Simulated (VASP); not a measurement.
# C (P6_3/mmc) in VASP: further runs, part 2 of 2

VASP 6.6.1. Earlier steps stand in the parts before.

### 4 Relaxation of the atoms, PBEsol (strained cell)

Input file INCAR:

```
SYSTEM = C
ALGO     = Normal         ! electronic algorithm
EDIFF    = 1E-6           ! SCF threshold, eV
EDIFFG   = -0.002         ! ionic threshold
ENCUT    = 520            ! plane-wave cutoff, eV
GGA      = PS             ! functional
IBRION   = 2              ! ionic algorithm
ISIF     = 2              ! what is computed and relaxed
ISMEAR   = 0              ! smearing method
LASPH    = .TRUE.         ! aspherical terms in the spheres
LCHARG   = .FALSE.        ! write CHGCAR
LREAL    = .FALSE.        ! projectors in reciprocal space
LWAVE    = .FALSE.        ! write WAVECAR
NELM     = 60             ! most SCF steps
NSW      = 60             ! ionic steps
PREC     = Accurate       ! precision mode
SIGMA    = 0.02           ! smearing width, eV
```

Input file KPOINTS:

```
k-points
0
G
  9 9 6
  0 0 0
```

Input file POSCAR:

```
C
1.0
    2.5049743424      0.0000000000      0.0000000000
   -1.2524871712      2.1693714164      0.0000000000
    0.0000000000      0.0000000000      4.1189829190
C
4
Direct
    0.3333333333      0.6666666667     -0.0002008248
    0.6666666667      0.3333333333      0.4997991752
    0.3333333333      0.6666666667      0.3742008248
    0.6666666667      0.3333333333      0.8742008248
```

Potentials or basis: VASP PAW PBE potentials, release 64 (C).

On the command line:

```console
$ cat potpaw_PBE.64/C/POTCAR > POTCAR
$ mpirun -np 1 vasp_std > vasp.out
```

OUTCAR:

```text
SYSTEM = C
   EDIFF = 1E-6
   EDIFFG = -0.002
   ENCUT = 520
   GGA = PS
   IBRION = 2
   ISIF = 2
   ISMEAR = 0
   LASPH = .TRUE.
   LREAL = .FALSE.
   NELM = 60
   NSW = 60
   PREC = Accurate

 ion  position               nearest neighbor table
   1  0.333  0.667  1.000-   4 1.54   4 1.54   4 1.54   3 1.54
   2  0.667  0.333  0.500-   3 1.54   3 1.54   3 1.54   4 1.54
   3  0.333  0.667  0.374-   2 1.54   2 1.54   2 1.54   1 1.54
   4  0.667  0.333  0.874-   1 1.54   1 1.54   1 1.54   2 1.54

  LATTYP: Found a hexagonal cell.
 ALAT       =     2.5049743424
 C/A-ratio  =     1.6443214005

  Lattice vectors:

 A1 = (   2.5049743424,   0.0000000000,   0.0000000000)
 A2 = (  -1.2524871712,   2.1693714164,   0.0000000000)
 A3 = (   0.0000000000,   0.0000000000,   4.1189829190)

Analysis of symmetry for initial positions (statically):
=====================================================================
 Subroutine PRICEL returns:
 Original cell was already a primitive cell.

 Routine SETGRP: Setting up the symmetry group for a
 hexagonal supercell.

 Subroutine GETGRP returns: Found 24 space group operations
 (whereof  6 operations were pure point group operations)
 out of a pool of 24 trial point group operations.

The static configuration has the point symmetry C_3v.
 The point group associated with its full space group is D_6h.

Analysis of symmetry for dynamics (positions and initial velocities):
=====================================================================
 Subroutine PRICEL returns:
 Original cell was already a primitive cell.

 Routine SETGRP: Setting up the symmetry group for a
 hexagonal supercell.

 Subroutine GETGRP returns: Found 24 space group operations
 (whereof  6 operations were pure point group operations)
 out of a pool of 24 trial point group operations.

The dynamic configuration has the point symmetry C_3v.
 The point group associated with its full space group is D_6h.

 Subroutine INISYM returns: Found 24 space group operations
 (whereof  6 operations are pure point group operations),
 and found     1 'primitive' translations

----------------------------------------------------------------------------------------

                                     Primitive cell

  volume of cell :      22.3835

  direct lattice vectors                    reciprocal lattice vectors
     2.504974342  0.000000000  0.000000000     0.399205686  0.230481510  0.000000000
    -1.252487171  2.169371416  0.000000000     0.000000000  0.460963020  0.000000000
     0.000000000  0.000000000  4.118982919     0.000000000  0.000000000  0.242778380

  length of vectors
     2.504974342  2.504974342  4.118982919     0.460963020  0.460963020  0.242778380

  position of ions in fractional coordinates (direct lattice)
     0.333333333  0.666666667  0.999799175
     0.666666667  0.333333333  0.499799175
     0.333333333  0.666666667  0.374200825
     0.666666667  0.333333333  0.874200825

  ion indices of the primitive-cell ions
[... 60 lines left out ...]
   number of dos      NEDOS =    301   number of ions     NIONS =      4
   total plane-waves  NPLWV =  12800
   dimension x,y,z NGX =    20 NGY =   20 NGZ =   32
   dimension x,y,z NGXF=    40 NGYF=   40 NGZF=   64
   ions per type =               4
   NGX,Y,Z   is equivalent  to a cutoff of  13.27, 13.27, 12.92 a.u.
   NGXF,Y,Z  is equivalent  to a cutoff of  26.55, 26.55, 25.83 a.u.
 SYSTEM =  C
   PREC   = accura    normal or accurate (medium, high low for compatibility)
   ISTART =      0    job   : 0-new  1-cont  2-samecut
   ICHARG =      2    charge: 1-file 2-atom 10-const
   ISPIN  =      1    spin polarized calculation?
   LNONCOLLINEAR =      F non collinear calculations
   LSORBIT =      F    spin-orbit coupling
   LASPH  =      T    aspherical Exc in radial PAW
   ENCUT  =  520.0 eV  38.22 Ry    6.18 a.u.   4.66  4.66  7.66*2*pi/ulx,y,z
   NELM   =     60;   NELMIN=  2; NELMDL= -5     # of ELM steps
   EDIFF  = 0.1E-05   stopping-criterion for ELM
   LREAL  =      F    real-space projection
   EDIFFG = -.2E-02   stopping-criterion for IOM
   NSW    =     60    number of steps for IOM
   IBRION =      2    ionic relax: 0-MD 1-quasi-New 2-CG
   NFREE  =      1    steps in history (QN), initial steepest desc. (CG)
   ISIF   =      2    stress and relaxation
   ISYM   =      2    0-nonsym 1-usesym 2-fastsym
   POTIM  = 0.5000    time-step for ionic-motion
   TEBEG  =    0.0;   TEEND  =   0.0 temperature during run
   PSTRESS=    0.0 pullay stress
   NELECT =      16.0000    total number of electrons
   NUPDOWN=      -1.0000    fix difference up-down
   EMIN   =  10.00;   EMAX   =-10.00  energy-range for DOS
   EFERMI =   0.00;   METHOD = LEGACY
   ISMEAR =     0;   SIGMA  =   0.02  broadening in eV -4-tet -1-fermi 0-gaus
   EFERMI_NEDOS =   21; number of points for ismear=-14 and -15
   IALGO  =     38    algorithm
   IMIX   =      4    mixing-type and parameters
     AMIX     =   0.40;   BMIX     =  1.00
     AMIX_MAG =   1.60;   BMIX_MAG =  1.00
  volume/ion in A,a.u.               =       5.60        37.76
  Fermi-wavevector in a.u.,A,eV,Ry     =   1.463769  2.766122 29.152095  2.142619
  Thomas-Fermi vector in A             =   2.579824
   LORBIT       =      0    0 simple, 1 ext, 2 COOP (PROOUT), +10 PAW based schemes
   GGA     = PS    functional components
   LHFCALC =     F    Hartree Fock is set to
   AEXX    =    0.0000 exact exchange contribution
   IVDW    =     0    specifies the selected vdW correction
   LEPSILON=     F    determine dielectric tensor
   LRPA    =     F    only Hartree local field effects (RPA)
 conjugate gradient relaxation of ions
 non-spin polarized calculation
 Gauss-broadening in eV      SIGMA  =   0.02
  energy-cutoff  :      520.00
  volume of cell :       22.38
 maximum number of plane-waves:       616
 NGX is ok and might be reduce to    20
   NGX =  9   NGY =  9   NGZ = 15

--------------------------------------- Ionic step        1  -------------------------------------------

 number of electron      16.0000000 magnetization

 Free energy of the ion-electron system (eV)
  ---------------------------------------------------
  ext. energy  EPLUGINS =         0.00000000
  ---------------------------------------------------
  free energy    TOTEN  =       -38.39221007 eV

  energy without entropy =      -38.39221007  energy(sigma->0) =      -38.39221007

------------------------ aborting loop because EDIFF is reached ----------------------------------------

  FORCE on cell =-STRESS in cart. coord.  units (eV):
  Direction    XX          YY          ZZ          XY          YZ          ZX
  --------------------------------------------------------------------------------------
  -------------------------------------------------------------------------------------
  Total       -0.2747303     -0.2747303      2.0815373      0.0000000     -0.0000000      0.0000000
  in kB      -19.6648164    -19.6648164    148.9935961      0.0000000     -0.0000000      0.0000000
  external PRESSURE =      36.5546544 kB  Pullay stress =       0.0000000 kB
[... 63 lines left out ...]
--------------------------------------- Ionic step        3  -------------------------------------------

 number of electron      16.0000000 magnetization

 Free energy of the ion-electron system (eV)
  ---------------------------------------------------
  ext. energy  EPLUGINS =         0.00000000
  ---------------------------------------------------
  free energy    TOTEN  =       -38.39222997 eV

  energy without entropy =      -38.39222997  energy(sigma->0) =      -38.39222997

 E-fermi :  10.3167     XC(G=0): -13.4918

 val. band max:       10.2168231800   @ k =   0.0000   0.0000   0.0000
 cond. band min:      13.2664461077   @ k =   0.3333   0.3333   0.0000
 fundamental gap:      3.0496229276
 Fermi energy:        10.3166992725

 k-point     1 :       0.0000    0.0000    0.0000
  band No.  band energies     occupation
      1     -11.8204      2.00000
      2      -5.9383      2.00000
      3      -3.7517      2.00000
      4       6.9417      2.00000
      5       6.9417      2.00000
      6       9.7134      2.00000
      7      10.2168      2.00000
      8      10.2168      2.00000
      9      14.9915      0.00000
     10      14.9915      0.00000
     11      15.8629      0.00000
     12      18.1691      0.00000
[... 331 lines left out ...]
 k-point    24 :       0.3333    0.3333    0.1667
  band No.  band energies     occupation
      1      -4.4649      2.00000
      2      -4.4649      2.00000
      3      -1.0127      2.00000
      4      -0.3662      2.00000
      5      -0.3662      2.00000
      6       2.6550      2.00000
      7       3.8026      2.00000
      8       3.8026      2.00000
      9      14.1441      0.00000
     10      20.8750      0.00000
     11      20.8750      0.00000
     12      22.6013      0.00000

 [... further k-points ...]
[... 5 lines left out ...]
  --------------------------------------------------------------------------------------
  -------------------------------------------------------------------------------------
  Total       -0.2721971     -0.2721971      2.0760903     -0.0000000      0.0000000      0.0000000
  in kB      -19.4834932    -19.4834932    148.6037049     -0.0000000      0.0000000      0.0000000
  external PRESSURE =      36.5455728 kB  Pullay stress =       0.0000000 kB
[... 19 lines left out ...]
  FREE ENERGIE OF THE ION-ELECTRON SYSTEM (eV)
  ---------------------------------------------------
  free  energy   TOTEN  =       -38.3922299689 eV

  energy  without entropy=      -38.3922299689  energy(sigma->0) =      -38.39222997

 reached required accuracy - stopping structural energy minimisation
```

Run time: 40 s. Hardware: 1 thread of AMD EPYC 7R13, shared host; peak memory 0.1 GiB.

What came out:

* Free energy: -38.3922 eV
* Energy gained by relaxing: 0.0 meV/atom
* Ionic steps: 3
* Pressure after relaxing: 3.7 GPa
* Band gap on the k mesh: 3.05 eV, indirect (least direct gap 4.77 eV)

Stress tensor (GPa, compression positive):
```
-1.95  0.00  0.00
 0.00 -1.95  0.00
 0.00  0.00 14.86
```

Final structure:
```yaml
crystal:
  lattice:
    - [2.50497, 0.00000, 0.00000]
    - [-1.25249, 2.16937, 0.00000]
    - [0.00000, 0.00000, 4.11898]
  atoms:
    - { symbol: C, position: [0.33333, 0.66667, 0.99971] }
    - { symbol: C, position: [0.66667, 0.33333, 0.49971] }
    - { symbol: C, position: [0.33333, 0.66667, 0.37429] }
    - { symbol: C, position: [0.66667, 0.33333, 0.87429] }
```

Caveat: the cell differs from its parent crystal (strained cell); the PAW data sets were made with another functional, which shifts forces and pressure a little. A k mesh can miss the band edges.
